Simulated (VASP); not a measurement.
# Si3N4 (I-43d) in VASP: relaxation of the atoms with PBEsol

Aim: the relaxation of the atoms of Si3N4 with PBEsol.

Everything below comes from runs of VASP 6.6.1. Logs are shortened: lines on timing, memory, paths and dates and some standing lists are left out, and cuts for length are marked.

## Step 1: The cell of the first run

The structure is cubic, space group I-43d (No. 220). Conventional cell: a = 6.582 Å, b = 6.582 Å, c = 6.582 Å, α = 90.00°, β = 90.00°, γ = 90.00°. Si (site symmetry -4) has 4 N at 1.78 Å within 2.4 Å. N (site symmetry 3) has 3 Si at 1.78 Å within 2.4 Å.

## Step 2: Relaxation of the atoms, PBEsol (10.18 Å³/atom)

INCAR reads:

```
SYSTEM = Si3N4
PREC     = Accurate       ! precision mode
ENCUT    = 520            ! plane-wave cutoff, eV
EDIFF    = 1E-6           ! SCF threshold, eV
ISMEAR   = 0              ! smearing method
SIGMA    = 0.02           ! smearing width, eV
LREAL    = .False.        ! projectors in reciprocal space
LASPH    = .True.         ! aspherical terms in the spheres
NELM     = 100            ! most SCF steps
ALGO     = Normal         ! electronic algorithm
ISIF     = 2              ! what is computed and relaxed
LWAVE    = .False.        ! write WAVECAR
LCHARG   = .False.        ! write CHGCAR
GGA      = PS             ! functional
IBRION   = 2              ! ionic algorithm
NSW      = 50             ! ionic steps
EDIFFG   = -0.01          ! ionic threshold
```

KPOINTS reads:

```
Automatic mesh
0
Gamma
  6 6 6
  0 0 0
```

POSCAR reads:

```
Si3N4
1.0
   -3.2908409992      3.2908409992      3.2908409992
    3.2908409992     -3.2908409992      3.2908409992
    3.2908409992      3.2908409992     -3.2908409992
Si N
6 8
Direct
    0.2500000000      0.1250000000      0.8750000000
    0.8750000000      0.2500000000      0.1250000000
    0.7500000000      0.3750000000      0.6250000000
    0.6250000000      0.7500000000      0.3750000000
    0.1250000000      0.8750000000      0.2500000000
    0.3750000000      0.6250000000      0.7500000000
    0.5638666148      0.5638666148      0.5638666148
    0.4361333852      0.5000000000      0.0000000000
    0.5000000000      0.0000000000      0.9361333852
    0.0000000000      0.4361333852      0.5000000000
    0.9361333852      0.5000000000      0.0000000000
    0.0638666148      0.0638666148      0.0638666148
    0.0000000000      0.9361333852      0.5000000000
    0.5000000000      0.0000000000      0.4361333852
```

Potentials or basis: VASP PAW PBE potentials, release 64 (Si, N).

Run with:

```
> cat potpaw_PBE.64/Si/POTCAR potpaw_PBE.64/N/POTCAR > POTCAR
> mpirun -np 1 vasp_std > vasp.out
```

OUTCAR:

```text
SYSTEM = Si3N4
   PREC = Accurate
   ENCUT = 520
   EDIFF = 1E-6
   ISMEAR = 0
   LREAL = .False.
   LASPH = .True.
   NELM = 100
   ISIF = 2
   GGA = PS
   IBRION = 2
   NSW = 50
   EDIFFG = -0.01

 ion  position               nearest neighbor table
   1  0.250  0.125  0.875-   8 1.78   9 1.78  12 1.78  13 1.78   6 3.08   2 3.08   4 3.08   2 3.08
                             5 3.08   5 3.08   6 3.08   4 3.08
   2  0.875  0.250  0.125-   9 1.78  10 1.78  11 1.78  12 1.78   6 3.08   5 3.08   6 3.08   1 3.08
                             3 3.08   3 3.08   1 3.08   5 3.08
   3  0.750  0.375  0.625-  10 1.78  11 1.78  14 1.78   7 1.78   5 3.08   6 3.08   5 3.08   2 3.08
                             4 3.08   2 3.08   4 3.08   6 3.08
   4  0.625  0.750  0.375-   7 1.78   8 1.78  13 1.78  14 1.78   6 3.08   1 3.08   3 3.08   3 3.08
                             5 3.08   6 3.08   1 3.08   5 3.08
   5  0.125  0.875  0.250-  11 1.78  12 1.78  13 1.78  14 1.78   3 3.08   1 3.08   1 3.08   2 3.08
                             4 3.08   2 3.08   3 3.08   4 3.08
   6  0.375  0.625  0.750-   7 1.78   8 1.78   9 1.78  10 1.78   2 3.08   4 3.08   1 3.08   3 3.08
                             4 3.08   1 3.08   3 3.08   2 3.08
   7  0.564  0.564  0.564-   4 1.78   6 1.78   3 1.78
   8  0.436  0.500  0.000-   1 1.78   4 1.78   6 1.78
   9  0.500  0.000  0.936-   1 1.78   2 1.78   6 1.78
  10  0.000  0.436  0.500-   2 1.78   3 1.78   6 1.78
  11  0.936  0.500  0.000-   2 1.78   3 1.78   5 1.78
  12  0.064  0.064  0.064-   1 1.78   5 1.78   2 1.78
  13  0.000  0.936  0.500-   1 1.78   4 1.78   5 1.78
  14  0.500  0.000  0.436-   3 1.78   4 1.78   5 1.78

  LATTYP: Found a body centered cubic cell.
 ALAT       =     6.5816819984

  Lattice vectors:

 A1 = (  -3.2908409992,   3.2908409992,   3.2908409992)
 A2 = (   3.2908409992,  -3.2908409992,   3.2908409992)
 A3 = (   3.2908409992,   3.2908409992,  -3.2908409992)

Analysis of symmetry for initial positions (statically):
=====================================================================
 Subroutine PRICEL returns:
 Original cell was already a primitive cell.

 Routine SETGRP: Setting up the symmetry group for a
 body centered cubic supercell.

 Subroutine GETGRP returns: Found 24 space group operations
 (whereof  3 operations were pure point group operations)
 out of a pool of 48 trial point group operations.

The static configuration has the point symmetry C_3 .
 The point group associated with its full space group is T_d .

Analysis of symmetry for dynamics (positions and initial velocities):
=====================================================================
 Subroutine PRICEL returns:
 Original cell was already a primitive cell.

 Routine SETGRP: Setting up the symmetry group for a
 body centered cubic supercell.

 Subroutine GETGRP returns: Found 24 space group operations
 (whereof  3 operations were pure point group operations)
 out of a pool of 48 trial point group operations.

The dynamic configuration has the point symmetry C_3 .
 The point group associated with its full space group is T_d .

 Subroutine INISYM returns: Found 24 space group operations
 (whereof  3 operations are pure point group operations),
 and found     1 'primitive' translations

----------------------------------------------------------------------------------------

                                     Primitive cell

  volume of cell :     142.5544

  direct lattice vectors                    reciprocal lattice vectors
    -3.290840999  3.290840999  3.290840999     0.000000000  0.151936845  0.151936845
     3.290840999 -3.290840999  3.290840999     0.151936845  0.000000000  0.151936845
     3.290840999  3.290840999 -3.290840999     0.151936845  0.151936845  0.000000000

  length of vectors
     5.699903810  5.699903810  5.699903810     0.214871147  0.214871147  0.214871147

  position of ions in fractional coordinates (direct lattice)
     0.250000000  0.125000000  0.875000000
     0.875000000  0.250000000  0.125000000
     0.750000000  0.375000000  0.625000000
     0.625000000  0.750000000  0.375000000
     0.125000000  0.875000000  0.250000000
     0.375000000  0.625000000  0.750000000
     0.563866615  0.563866615  0.563866615
     0.436133385  0.500000000  0.000000000
     0.500000000  0.000000000  0.936133385
     0.000000000  0.436133385  0.500000000
     0.936133385  0.500000000  0.000000000
     0.063866615  0.063866615  0.063866615
     0.000000000  0.936133385  0.500000000
     0.500000000  0.000000000  0.436133385

  ion indices of the primitive-cell ions
   primitive index   ion index
                 1           1
                 2           2
                 3           3
                 4           4
                 5           5
                 6           6
                 7           7
                 8           8
                 9           9
                10          10
                11          11
                12          12
                13          13
                14          14

----------------------------------------------------------------------------------------

 KPOINTS: Automatic mesh

Automatic generation of k-mesh.
 Grid dimensions read from file:
 generate k-points for:    6    6    6

 Generating k-lattice:

  Cartesian coordinates                     Fractional coordinates (reciprocal lattice)
     0.000000000  0.025322808  0.025322808     0.166666667  0.000000000  0.000000000
     0.025322808  0.000000000  0.025322808     0.000000000  0.166666667  0.000000000
     0.025322808  0.025322808  0.000000000     0.000000000  0.000000000  0.166666667

  Length of vectors
     0.035811858  0.035811858  0.035811858

  Shift w.r.t. Gamma in fractional coordinates (k-lattice)
     0.000000000  0.000000000  0.000000000

 Subroutine IBZKPT returns following result:
 ===========================================

 Found     16 irreducible k-points:

 Following reciprocal coordinates:
            Coordinates               Weight
  0.000000  0.000000  0.000000      1.000000
  0.166667  0.000000  0.000000     12.000000
  0.333333  0.000000  0.000000     12.000000
  0.500000  0.000000  0.000000      6.000000
  0.166667  0.166667  0.000000     24.000000
  0.333333  0.166667 -0.000000     48.000000
[... 8 lines left out ...]
  0.500000  0.500000  0.333333     12.000000
  0.500000  0.500000  0.500000      1.000000
   k-points           NKPTS =     16   k-points in BZ     NKDIM =     16   number of bands    NBANDS=     40
   number of dos      NEDOS =    301   number of ions     NIONS =     14
   total plane-waves  NPLWV =  74088
   dimension x,y,z NGX =    42 NGY =   42 NGZ =   42
   dimension x,y,z NGXF=    84 NGYF=   84 NGZF=   84
   ions per type =               6   8
   NGX,Y,Z   is equivalent  to a cutoff of  12.25, 12.25, 12.25 a.u.
   NGXF,Y,Z  is equivalent  to a cutoff of  24.50, 24.50, 24.50 a.u.
 SYSTEM =  Si3N4
   PREC   = accura    normal or accurate (medium, high low for compatibility)
   ISTART =      0    job   : 0-new  1-cont  2-samecut
   ICHARG =      2    charge: 1-file 2-atom 10-const
   ISPIN  =      1    spin polarized calculation?
   LNONCOLLINEAR =      F non collinear calculations
   LSORBIT =      F    spin-orbit coupling
   LASPH  =      T    aspherical Exc in radial PAW
   ENCUT  =  520.0 eV  38.22 Ry    6.18 a.u.  10.60 10.60 10.60*2*pi/ulx,y,z
   NELM   =    100;   NELMIN=  2; NELMDL= -5     # of ELM steps
   EDIFF  = 0.1E-05   stopping-criterion for ELM
   LREAL  =      F    real-space projection
   EDIFFG = -.1E-01   stopping-criterion for IOM
   NSW    =     50    number of steps for IOM
   IBRION =      2    ionic relax: 0-MD 1-quasi-New 2-CG
   NFREE  =      1    steps in history (QN), initial steepest desc. (CG)
   ISIF   =      2    stress and relaxation
   ISYM   =      2    0-nonsym 1-usesym 2-fastsym
   POTIM  = 0.5000    time-step for ionic-motion
   TEBEG  =    0.0;   TEEND  =   0.0 temperature during run
   PSTRESS=    0.0 pullay stress
   NELECT =      64.0000    total number of electrons
   NUPDOWN=      -1.0000    fix difference up-down
   EMIN   =  10.00;   EMAX   =-10.00  energy-range for DOS
   EFERMI =   0.00;   METHOD = LEGACY
   ISMEAR =     0;   SIGMA  =   0.02  broadening in eV -4-tet -1-fermi 0-gaus
   EFERMI_NEDOS =   21; number of points for ismear=-14 and -15
   IALGO  =     38    algorithm
   IMIX   =      4    mixing-type and parameters
     AMIX     =   0.40;   BMIX     =  1.00
     AMIX_MAG =   1.60;   BMIX_MAG =  1.00
  volume/ion in A,a.u.               =      10.18        68.71
  Fermi-wavevector in a.u.,A,eV,Ry     =   1.253549  2.368864 21.379987  1.571385
  Thomas-Fermi vector in A             =   2.387396
   LORBIT       =      0    0 simple, 1 ext, 2 COOP (PROOUT), +10 PAW based schemes
   GGA     = PS    functional components
   LHFCALC =     F    Hartree Fock is set to
   AEXX    =    0.0000 exact exchange contribution
   IVDW    =     0    specifies the selected vdW correction
   LEPSILON=     F    determine dielectric tensor
   LRPA    =     F    only Hartree local field effects (RPA)
 conjugate gradient relaxation of ions
 non-spin polarized calculation
 Gauss-broadening in eV      SIGMA  =   0.02
  energy-cutoff  :      520.00
  volume of cell :      142.55
 maximum number of plane-waves:      3884
   NGX = 21   NGY = 21   NGZ = 21

--------------------------------------- Ionic step        1  -------------------------------------------

 number of electron      63.9999997 magnetization

 Free energy of the ion-electron system (eV)
  ---------------------------------------------------
  ext. energy  EPLUGINS =         0.00000000
  ---------------------------------------------------
  free energy    TOTEN  =      -118.86297002 eV

  energy without entropy =     -118.86297002  energy(sigma->0) =     -118.86297002

------------------------ aborting loop because EDIFF is reached ----------------------------------------

  FORCE on cell =-STRESS in cart. coord.  units (eV):
  Direction    XX          YY          ZZ          XY          YZ          ZX
  --------------------------------------------------------------------------------------
  -------------------------------------------------------------------------------------
  Total      -12.1997944    -12.1997944    -12.1997944     -0.0000000      0.0000000      0.0000000
  in kB     -137.1141908   -137.1141908   -137.1141908     -0.0000000      0.0000000      0.0000000
  external PRESSURE =    -137.1141908 kB  Pullay stress =       0.0000000 kB
[... 129 lines left out ...]
  energy  without entropy=     -118.8655682958  energy(sigma->0) =     -118.86556830

--------------------------------------- Ionic step        4  -------------------------------------------

 number of electron      64.0000002 magnetization

 Free energy of the ion-electron system (eV)
  ---------------------------------------------------
  ext. energy  EPLUGINS =         0.00000000
  ---------------------------------------------------
  free energy    TOTEN  =      -118.86569685 eV

  energy without entropy =     -118.86569685  energy(sigma->0) =     -118.86569685

 E-fermi :   7.1831     XC(G=0): -11.3604

 val. band max:        7.0774337813   @ k =   0.3333   0.3333   0.0000
 cond. band min:      10.8110548625   @ k =  -0.1667   0.1667   0.1667
 fundamental gap:      3.7336210812
 Fermi energy:         7.1830989728

 k-point     1 :       0.0000    0.0000    0.0000
  band No.  band energies     occupation
      1     -10.7215      2.00000
      2      -7.9838      2.00000
      3      -7.9838      2.00000
      4      -7.9838      2.00000
      5      -7.4737      2.00000
      6      -7.4737      2.00000
[... 718 lines left out ...]
  FREE ENERGIE OF THE ION-ELECTRON SYSTEM (eV)
  ---------------------------------------------------
  free  energy   TOTEN  =      -118.8656968512 eV

  energy  without entropy=     -118.8656968512  energy(sigma->0) =     -118.86569685

 reached required accuracy - stopping structural energy minimisation
```

Run time: 5.4 min. Hardware: 1 thread of Oxide Virtual Turin-like, shared host; peak memory 0.25 GiB.

Results:

```
Free energy               : -118.8657 eV
Energy gained by relaxing : 0.2 meV/atom
Ionic steps               : 4
Pressure after relaxing   : -13.5 GPa
Band gap on the k mesh    : 3.73 eV (least direct gap 3.95 eV)
```

Step by step:
```csv
step,energy change (eV),largest force (eV/Å),pressure (GPa)
1,0.0000,0.0618,-13.71
2,-0.0013,0.0447,-13.66
3,-0.0026,0.0121,-13.55
4,-0.0027,0.0014,-13.51
```

Final structure:
```
Si N
1.0
    -3.29084    3.29084    3.29084
     3.29084   -3.29084    3.29084
     3.29084    3.29084   -3.29084
Si N
6 8
Direct
  0.25000 0.12500 0.87500
  0.87500 0.25000 0.12500
  0.75000 0.37500 0.62500
  0.62500 0.75000 0.37500
  0.12500 0.87500 0.25000
  0.37500 0.62500 0.75000
  0.56574 0.56574 0.56574
  0.43426 0.50000 0.00000
  0.50000 0.00000 0.93426
  0.00000 0.43426 0.50000
  0.93426 0.50000 0.00000
  0.06574 0.06574 0.06574
  0.00000 0.93426 0.50000
  0.50000 0.00000 0.43426
```

Caveat: the PAW data sets were made with another functional, which shifts forces and pressure a little. A k mesh can miss the band edges.
